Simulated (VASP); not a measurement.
The system is Si4BW.

```
Si B W
1.0
    -3.29552    3.29552    2.07538
     3.29552   -3.29552    2.07538
     3.29552    3.29552   -2.07538
Si B W
4 1 1
Direct
  0.00000 0.30589 0.30589
  0.00000 0.69411 0.69411
  0.30589 0.00000 0.30589
  0.69411 0.00000 0.69411
  0.00000 0.00000 0.00000
  0.50000 0.50000 0.00000
```

```yaml
Program: VASP 6.6.1
Task: relaxation of cell and atoms
Functional: PBE
Potentials_or_basis: VASP PAW PBE potentials, release 64 (Si, B, W_sv)
Cutoff: 600 eV
k_mesh: 6 × 6 × 6
Occupations: gaussian, width 0.1 eV
Spin: no spin polarisation
```

At the start: pressure -0.3 GPa; volume 15.03 Å³/atom.

Q: How do energy, volume and symmetry change on relaxing?

A: Over 19 steps the energy falls by 9.8 meV/atom and the volume is 14.54 Å³/atom (-3.2 %); space group I4/mmm (No. 139, to 0.05 Å).

The path:
```
step  energy change (eV)  largest force (eV/Å)  pressure (GPa)  volume (Å³)
   1              0.0000                0.3583           -0.30        90.16
   2             -0.0167                0.0312            0.10        89.79
   3             -0.0169                0.0645            0.05        89.83
   4             -0.0193                0.0648           -0.32        89.86
   5             -0.0285                0.0517           -1.37        89.96
   6             -0.0248                0.2711           -3.20        90.15
   7             -0.0324                0.0389           -2.09        90.03
   8             -0.0326                0.0629           -2.24        90.05
   9             -0.0328                0.0681           -2.26        90.03
  10             -0.0336                0.0837           -2.30        89.99
  11             -0.0348                0.1190           -2.42        89.89
  12             -0.0356                0.1983           -2.56        89.70
  13             -0.0376                0.1972           -2.44        89.57
  14             -0.0432                0.1942           -2.06        89.15
  15             -0.0514                0.1930           -1.25        88.32
  16             -0.0543                0.2111            0.52        86.68
  17             -0.0554                0.2013           -0.14        87.27
  18             -0.0567                0.1599           -0.12        87.27
  19             -0.0587                0.0373           -0.04        87.26
```

Final structure:
```
CELL_PARAMETERS angstrom
-3.21870 3.21870 2.10572
3.21870 -3.21870 2.10572
3.21870 3.21870 -2.10572
ATOMIC_POSITIONS crystal
Si 0.00000 0.31393 0.31393
Si 0.00000 0.68607 0.68607
Si 0.31393 0.00000 0.31393
Si 0.68607 0.00000 0.68607
B 0.00000 0.00000 0.00000
W 0.50000 0.50000 0.00000
```
